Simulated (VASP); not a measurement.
A run of VASP 6.6.1:

Contents of INCAR:

```
SYSTEM = Si16O
ALGO = Normal
EDIFF = 1E-6
ENCUT = 520
GGA = PS
ISIF = 2
ISMEAR = -1
ISPIN = 2
LASPH = .True.
LCHARG = .False.
LORBIT = 11
LREAL = Auto
LWAVE = .False.
MAGMOM = 0 0 0 0 0 0 0 0 0 0 0 0 0 0 0 0 0
NBANDS = 53
NELM = 150
PREC = Accurate
SIGMA = 0.05
```

KPOINTS

```
k-points
0
Gamma
  2 2 2
  0 0 0
```

File POSCAR:

```
Si16O
1.0
    0.0000000000      5.4300000000      5.4300000000
    5.4300000000      0.0000000000      5.4300000000
    5.4300000000      5.4300000000      0.0000000000
Si O
16 1
Direct
   -0.0146593002     -0.0175874770      0.0100920810
    0.1313720074      0.1716298343      0.0475230203
   -0.0335267035      0.0407090239      0.4302854512
    0.0665285451      0.1110405157      0.6282780847
    0.0029097606      0.5391344383     -0.0600552486
    0.1245303867      0.5963535912      0.1335911602
   -0.0098802947      0.4604696133      0.5342817680
    0.1836832413      0.5608839779      0.5922099448
    0.4863443831      0.0256629834     -0.0076519337
    0.6246777164      0.1194290976      0.1331491713
    0.4464825046      0.0200920810      0.5092449355
    0.6076979742      0.1145856354      0.6241804788
    0.5103314917      0.4956169429      0.0201104972
    0.6241988950      0.6403867403      0.1227808471
    0.5608011050      0.4738029466      0.4977440147
    0.6305801105      0.6397882136      0.6586095764
    0.1620349908      0.8247974217      0.4503959484
```

Potentials or basis: VASP PAW PBE potentials, release 64 (Si, O).

The run is started by

```sh
$ cat potpaw_PBE.64/Si/POTCAR potpaw_PBE.64/O/POTCAR > POTCAR
$ mpirun -np 1 vasp_std > vasp.out
```

Hardware: 1 thread of Intel(R) Xeon(R) 6975P-C (Granite Rapids) (shared host).

**Question.** Estimate the wall time of this run.

**Answer.** It took 7.2 min on 1 thread of Intel(R) Xeon(R) 6975P-C (Granite Rapids), with other jobs on the host, peak memory 0.7 GiB. Counts: scf iterations 17, k points 8.
